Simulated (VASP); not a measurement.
# Cr (P6_3/mmc) in VASP: further runs

Cr is run at these levels: PBE; tasks: single point.

All numbers are computed with VASP 6.6.1; they aren't measurements. Logs are shortened: lines on timing, memory, paths and dates and some standing lists are left out, and cuts for length are marked.

## (1) The cell of the first run

The structure is hexagonal, space group P6_3/mmc (No. 194). The conventional cell has a = 2.714 Å, b = 2.714 Å, c = 4.410 Å, α = 90.00°, β = 90.00°, γ = 120.00°. Within 3.6 Å of Cr (site symmetry -6m2) lie 12 Cr at 2.71 Å.

This isn't the form of Cr at room conditions, which is bcc.

## (2) Single point, PBE, collinear spin, ferromagnetic start

File INCAR:

```
SYSTEM = Cr
ALGO = Fast
EDIFF = 1E-6
ENCUT = 520
GGA = PE
ISIF = 2
ISMEAR = 0
ISPIN = 2
LASPH = .TRUE.
LCHARG = .FALSE.
LMAXMIX = 4
LORBIT = 11
LREAL = .FALSE.
LWAVE = .FALSE.
MAGMOM = 3 3
NBANDS = 23
NELM = 150
PREC = Accurate
SIGMA = 0.014
```

File KPOINTS:

```
k-points
0
G
  11 11 6
  0 0 0
```

File POSCAR:

```
Cr
1.0
    2.7140000000      0.0000000000      0.0000000000
   -1.3570000000      2.3503929459      0.0000000000
    0.0000000000      0.0000000000      4.4100000000
Cr
2
Direct
    0.6666666667      0.3333333333      0.7500000000
    0.3333333333      0.6666666667      0.2500000000
```

Potentials or basis: VASP PAW PBE potentials, release 64 (Cr_pv).

Started as:

```
$ cat potpaw_PBE.64/Cr_pv/POTCAR > POTCAR
$ mpirun -np 1 vasp_std > vasp.out
```

OUTCAR:

```text
SYSTEM = Cr
   EDIFF = 1E-6
   ENCUT = 520
   GGA = PE
   ISIF = 2
   ISMEAR = 0
   ISPIN = 2
   LASPH = .TRUE.
   LORBIT = 11
   LREAL = .FALSE.
   NELM = 150
   PREC = Accurate

 ion  position               nearest neighbor table
   1  0.667  0.333  0.750-   2 2.71   2 2.71   2 2.71   2 2.71   2 2.71   2 2.71
   2  0.333  0.667  0.250-   1 2.71   1 2.71   1 2.71   1 2.71   1 2.71   1 2.71

  LATTYP: Found a hexagonal cell.
 ALAT       =     2.7140000000
 C/A-ratio  =     1.6249078850

  Lattice vectors:

 A1 = (   2.7140000000,   0.0000000000,   0.0000000000)
 A2 = (  -1.3570000000,   2.3503929459,   0.0000000000)
 A3 = (   0.0000000000,   0.0000000000,   4.4100000000)

Analysis of symmetry for initial positions (statically):
=====================================================================
 Subroutine PRICEL returns:
 Original cell was already a primitive cell.

 Routine SETGRP: Setting up the symmetry group for a
 hexagonal supercell.

 Subroutine GETGRP returns: Found 24 space group operations
 (whereof 12 operations were pure point group operations)
 out of a pool of 24 trial point group operations.

The static configuration has the point symmetry D_3d.
 The point group associated with its full space group is D_6h.

Analysis of symmetry for dynamics (positions and initial velocities):
=====================================================================
 Subroutine PRICEL returns:
 Original cell was already a primitive cell.

 Routine SETGRP: Setting up the symmetry group for a
 hexagonal supercell.

 Subroutine GETGRP returns: Found 24 space group operations
 (whereof 12 operations were pure point group operations)
 out of a pool of 24 trial point group operations.

The dynamic configuration has the point symmetry D_3d.
 The point group associated with its full space group is D_6h.

Analysis of structural, dynamic, and magnetic symmetry:
=====================================================================
 Subroutine PRICEL returns:
 Original cell was already a primitive cell.

 Routine SETGRP: Setting up the symmetry group for a
 hexagonal supercell.

 Subroutine GETGRP returns: Found 24 space group operations
 (whereof 12 operations were pure point group operations)
 out of a pool of 24 trial point group operations.

The overall configuration has the point symmetry D_3d.
 The point group associated with its full space group is D_6h.

 Subroutine INISYM returns: Found 24 space group operations
 (whereof 12 operations are pure point group operations),
 and found     1 'primitive' translations

----------------------------------------------------------------------------------------

[... 113 lines left out ...]
  volume/ion in A,a.u.               =      14.07        94.92
  Fermi-wavevector in a.u.,A,eV,Ry     =   1.552681  2.934142 32.801180  2.410819
  Thomas-Fermi vector in A             =   2.657021
   LORBIT       =     11    0 simple, 1 ext, 2 COOP (PROOUT), +10 PAW based schemes
   GGA     = PE    functional components
   LHFCALC =     F    Hartree Fock is set to
   AEXX    =    0.0000 exact exchange contribution
   IVDW    =     0    specifies the selected vdW correction
   LEPSILON=     F    determine dielectric tensor
   LRPA    =     F    only Hartree local field effects (RPA)
 spin polarized calculation
 RMM-DIIS sequential band-by-band and
 Gauss-broadening in eV      SIGMA  =   0.01
  energy-cutoff  :      520.00
  volume of cell :       28.13
 maximum number of plane-waves:       772
   NGX = 11   NGY = 11   NGZ = 17

 number of electron      24.0000005 magnetization       2.0284267

 Free energy of the ion-electron system (eV)
  ---------------------------------------------------
  ext. energy  EPLUGINS =         0.00000000
  ---------------------------------------------------
  free energy    TOTEN  =       -17.70412818 eV

  energy without entropy =      -17.70367313  energy(sigma->0) =      -17.70390066

 E-fermi :   8.3277     XC(G=0): -12.5398

 val. band max:        8.3262217488   @ k =   0.2727   0.2727   0.0000
 cond. band min:       8.3330944688   @ k =   0.0000   0.0000   0.3333
 fundamental gap:      0.0068727200
 Fermi energy:         8.3276550543

 spin component 1

 k-point     1 :       0.0000    0.0000    0.0000
  band No.  band energies     occupation
      1     -35.1918      1.00000
      2     -34.8638      1.00000
      3     -34.8638      1.00000
      4     -34.7978      1.00000
      5     -34.7978      1.00000
      6     -34.7083      1.00000
[... 613 lines left out ...]
     22      21.2348      0.00000
     23      23.1264      0.00000

 [... further k-points ...]

 spin component 2

 k-point     1 :       0.0000    0.0000    0.0000
  band No.  band energies     occupation
      1     -34.3172      1.00000
      2     -33.8816      1.00000
      3     -33.8816      1.00000
      4     -33.8219      1.00000
      5     -33.8144      1.00000
      6     -33.8144      1.00000
[... 613 lines left out ...]
     22      21.7272      0.00000
     23      23.6070      0.00000

 [... further k-points ...]
[... 5 lines left out ...]
  --------------------------------------------------------------------------------------
  -------------------------------------------------------------------------------------
  Total       -4.5206576     -4.5206576     -4.1897431     -0.0000000     -0.0000000      0.0000000
  in kB     -257.4680147   -257.4680147   -238.6212253     -0.0000000     -0.0000000      0.0000000
  external PRESSURE =    -251.1857516 kB  Pullay stress =       0.0000000 kB

 VOLUME and BASIS-vectors are now :
 -----------------------------------------------------------------------------
  energy-cutoff  :      520.00
  volume of cell :       28.13
      direct lattice vectors                 reciprocal lattice vectors
     2.714000000  0.000000000  0.000000000     0.368459838  0.212730387  0.000000000
    -1.357000000  2.350392946  0.000000000     0.000000000  0.425460773  0.000000000
     0.000000000  0.000000000  4.410000000     0.000000000  0.000000000  0.226757370

 POSITION                                       TOTAL-FORCE (eV/Angst)
 -----------------------------------------------------------------------------------
      1.35700      0.78346      3.30750        -0.000000      0.000000      0.000000
     -0.00000      1.56693      1.10250         0.000000     -0.000000      0.000000
 -----------------------------------------------------------------------------------
    total drift:                               -0.000000      0.000000     -0.000000

  FREE ENERGIE OF THE ION-ELECTRON SYSTEM (eV)
  ---------------------------------------------------
  free  energy   TOTEN  =       -17.7041281806 eV

  energy  without entropy=      -17.7036731297  energy(sigma->0) =      -17.70390066

 total charge

# of ion       s       p       d       tot
------------------------------------------
    1        0.382   6.278   4.057  10.717
    2        0.382   6.278   4.057  10.717
--------------------------------------------------
tot          0.765  12.555   8.115  21.434

 magnetization (x)

# of ion       s       p       d       tot
------------------------------------------
    1        0.002   0.024   0.911   0.938
    2        0.002   0.024   0.911   0.938
--------------------------------------------------
tot          0.004   0.049   1.823   1.876
```

OSZICAR:

```text
N       E                     dE             d eps       ncg     rms          rms(c)
DAV:   1     0.242696694396E+03    0.24270E+03   -0.13624E+04  5896   0.124E+03
DAV:   2    -0.119909195875E+02   -0.25469E+03   -0.24600E+03  5993   0.372E+02
[... 13 lines left out ...]
RMM:  88    -0.177040814966E+02   -0.10671E-04   -0.46248E-07  3150   0.517E-03    0.610E-02
RMM:  89    -0.177041097700E+02   -0.28273E-04   -0.30672E-06  4794   0.113E-02    0.590E-02
RMM:  90    -0.177041244305E+02   -0.14660E-04   -0.10308E-06  3467   0.727E-03    0.593E-02
RMM:  91    -0.177041301073E+02   -0.56768E-05   -0.16243E-07  3095   0.282E-03    0.586E-02
RMM:  92    -0.177041276589E+02    0.24484E-05   -0.24657E-08  2055   0.130E-03    0.585E-02
RMM:  93    -0.177041281806E+02   -0.52164E-06   -0.16907E-10   331   0.620E-04
   1 F= -.17704128E+02 E0= -.17703901E+02  d E =-.455051E-03  mag=     2.0270
```

stdout:

```text
POSCAR found type information on POSCAR Cr
 POSCAR found :  1 types and       2 ions
 scaLAPACK will be used
 LDA part: xc-table for (Slater+PW92), standard interpolation
 POSCAR, INCAR and KPOINTS ok, starting setup
 FFT: planning ... GRIDC
 FFT: planning ... GRID_SOFT
 FFT: planning ... GRID
 WAVECAR not read
 entering main loop
WARNING in EDDRMM: call to ZHEGV failed, returncode =   6  3     20
WARNING in EDDRMM: call to ZHEGV failed, returncode =   6  3     19
WARNING in EDDRMM: call to ZHEGV failed, returncode =   6  3     23
```

Run time: 15 min. Hardware: 1 thread of AMD EPYC 7R13, shared host; peak memory 0.19 GiB.

What came out:

- Free energy: -17.7041 eV
- Pressure: -25.1 GPa
- Band gap on the k mesh: zero (filled and empty bands overlap)
- Net moment: 2.03 μB per cell
- Site moments: Cr +0.94 μB
- Valence electrons inside the program's atomic spheres: Cr 10.72

Caveat: the cell stands under tension; an empty level that is flat over the whole mesh can mark a ghost state of the potentials, or a narrow d or f band.

## (3) Single point, PBE, collinear spin, ferromagnetic start

File INCAR:

```
ALGO = Normal
EDIFF = 1E-6
ENCUT = 520
GGA = PE
ISIF = 2
ISMEAR = 0
ISPIN = 2
LASPH = True
LCHARG = False
LMAXMIX = 4
LORBIT = 11
LREAL = False
LWAVE = False
MAGMOM = 3 3
NBANDS = 23
NELM = 150
PREC = Accurate
SIGMA = 0.018000000000000002
```

File KPOINTS:

```
k-points
0
Gamma
  11 11 6
```

POSCAR is that of step 2.

Potentials or basis: VASP PAW PBE potentials, release 64 (Cr_pv).

Started as:

```
$ cat potpaw_PBE.64/Cr_pv/POTCAR > POTCAR
$ mpirun -np 1 vasp_std > vasp.out
```

OUTCAR:

```text
EDIFF = 1E-6
   ENCUT = 520
   GGA = PE
   ISIF = 2
   ISMEAR = 0
   ISPIN = 2
   LASPH = True
   LORBIT = 11
   LREAL = False
   NELM = 150
   PREC = Accurate

 ion  position               nearest neighbor table
   1  0.667  0.333  0.750-   2 2.71   2 2.71   2 2.71   2 2.71   2 2.71   2 2.71
   2  0.333  0.667  0.250-   1 2.71   1 2.71   1 2.71   1 2.71   1 2.71   1 2.71

  LATTYP: Found a hexagonal cell.
 ALAT       =     2.7140000000
 C/A-ratio  =     1.6249078850

  Lattice vectors:

 A1 = (   2.7140000000,   0.0000000000,   0.0000000000)
 A2 = (  -1.3570000000,   2.3503929459,   0.0000000000)
 A3 = (   0.0000000000,   0.0000000000,   4.4100000000)
[... 1464 lines left out ...]

 VOLUME and BASIS-vectors are now :
 -----------------------------------------------------------------------------
  energy-cutoff  :      520.00
  volume of cell :       28.13
      direct lattice vectors                 reciprocal lattice vectors
     2.714000000  0.000000000  0.000000000     0.368459838  0.212730387  0.000000000
    -1.357000000  2.350392946  0.000000000     0.000000000  0.425460773  0.000000000
     0.000000000  0.000000000  4.410000000     0.000000000  0.000000000  0.226757370

 POSITION                                       TOTAL-FORCE (eV/Angst)
 -----------------------------------------------------------------------------------
      1.35700      0.78346      3.30750        -0.000000     -0.000000      0.000000
     -0.00000      1.56693      1.10250         0.000000      0.000000      0.000000
 -----------------------------------------------------------------------------------
    total drift:                               -0.000000      0.000000     -0.000000

  FREE ENERGIE OF THE ION-ELECTRON SYSTEM (eV)
  ---------------------------------------------------
  free  energy   TOTEN  =       -17.7051724704 eV

  energy  without entropy=      -17.7041733007  energy(sigma->0) =      -17.70467289

 total charge

# of ion       s       p       d       tot
------------------------------------------
    1        0.382   6.278   4.057  10.717
    2        0.382   6.278   4.057  10.717
--------------------------------------------------
tot          0.764  12.555   8.113  21.433

 magnetization (x)

# of ion       s       p       d       tot
------------------------------------------
    1        0.002   0.023   0.837   0.863
    2        0.002   0.023   0.837   0.863
--------------------------------------------------
tot          0.004   0.047   1.675   1.726
```

OSZICAR:

```text
N       E                     dE             d eps       ncg     rms          rms(c)
DAV:   1     0.242696617893E+03    0.24270E+03   -0.13624E+04  5896   0.124E+03
DAV:   2    -0.119910223293E+02   -0.25469E+03   -0.24601E+03  5993   0.372E+02
[... 17 lines left out ...]
DAV:  20    -0.177051630431E+02   -0.50294E-03   -0.23999E-04  6533   0.761E-02    0.231E-01
DAV:  21    -0.177051374580E+02    0.25585E-04   -0.50361E-06  5990   0.197E-02    0.228E-01
DAV:  22    -0.177051091379E+02    0.28320E-04   -0.58173E-07  3126   0.408E-03    0.224E-01
DAV:  23    -0.177051789758E+02   -0.69838E-04   -0.29023E-06  3921   0.943E-03    0.233E-01
DAV:  24    -0.177051726343E+02    0.63415E-05   -0.75163E-08  3049   0.251E-03    0.232E-01
DAV:  25    -0.177051724704E+02    0.16387E-06   -0.10932E-08  3070   0.925E-04
   1 F= -.17705172E+02 E0= -.17704673E+02  d E =-.999170E-03  mag=     1.9133
```

stdout:

```text
POSCAR found type information on POSCAR Cr
 POSCAR found :  1 types and       2 ions
 scaLAPACK will be used
 LDA part: xc-table for (Slater+PW92), standard interpolation
 POSCAR, INCAR and KPOINTS ok, starting setup
 FFT: planning ... GRIDC
 FFT: planning ... GRID_SOFT
 FFT: planning ... GRID
 WAVECAR not read
 entering main loop
```

It took 3.5 min on 1 thread of AMD EPYC 7R13, shared host; peak memory 0.19 GiB.

Results:

```
Free energy                                           : -17.7052 eV
Pressure                                              : -26.6 GPa
Net moment                                            : 1.91 μB per cell
Site moments                                          : Cr +0.86 μB
Valence electrons inside the program's atomic spheres : Cr 10.72
```

Stress tensor (GPa, compression positive):
```
-27.49   0.00   0.00
  0.00 -27.49   0.00
  0.00   0.00 -24.86
```

Levels at points of the mesh, in eV from the Fermi level:
Spin up:
| k point | band 9 | band 10 | band 11 | band 12 | band 13 | band 14 | band 15 | band 16 | band 17 | band 18 |
| --- | --- | --- | --- | --- | --- | --- | --- | --- | --- | --- |
| (0.00, 0.00, 0.00) | -0.73 | -0.73 | -0.67 | -0.36 | -0.36 | 0.09 | 0.09 | 0.37 | 1.32 | 1.32 |
| (0.00, 0.00, 0.50) | -1.16 | -1.16 | -0.79 | -0.79 | -0.79 | -0.79 | 0.98 | 0.98 | 0.98 | 0.98 |
Spin down:
| k point | band 9 | band 10 | band 11 | band 12 | band 13 | band 14 |
| --- | --- | --- | --- | --- | --- | --- |
| (0.00, 0.00, 0.00) | -0.01 | 0.09 | 0.09 | 0.48 | 0.48 | 0.64 |
| (0.00, 0.00, 0.50) | -0.58 | -0.58 | 0.04 | 0.04 | 0.04 | 0.04 |

Caveat: the cell stands under tension; an empty level that is flat over the whole mesh can mark a ghost state of the potentials, or a narrow d or f band.
